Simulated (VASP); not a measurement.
Here is a VASP 6.6.1 calculation.

File INCAR:

```
ALGO = Normal
EDIFF = 1E-6
ENCUT = 570
GGA_COMPAT = False
ISIF = 2
ISMEAR = 0
ISPIN = 2
LASPH = True
LCHARG = True
LELF = True
LMAXMIX = 4
LORBIT = 11
LREAL = False
LVHAR = True
LWAVE = False
MAGMOM = 0.05 0.05
NBANDS = 29
NELM = 200
NUPDOWN = 0.1
PREC = Accurate
SIGMA = 0.15
```

File KPOINTS:

```
k-points
0
Gamma
  21 21 10
```

POSCAR

```
Pt
1.0
    2.8250521638      0.0000000000      0.0000000000
   -1.4125260819      2.4465669409      0.0000000000
    0.0000000000      0.0000000000      4.8781199007
Pt
2
Direct
    0.6666666667      0.3333333333      0.7500000000
    0.3333333333      0.6666666667      0.2500000000
```

Potentials or basis: VASP PAW LDA potentials, release 64 (Pt_sv_GW).

Run with:

```console
$ cat potpaw_LDA.64/Pt_sv_GW/POTCAR > POTCAR
$ mpirun -np 1 vasp_std > vasp.out
```

(1) Predict the pressure.

## Answers

(1) -27.4 GPa.

Caveat: the cell stands under tension; the total moment is fixed, so each spin has its own Fermi level and the state may be an excited one.
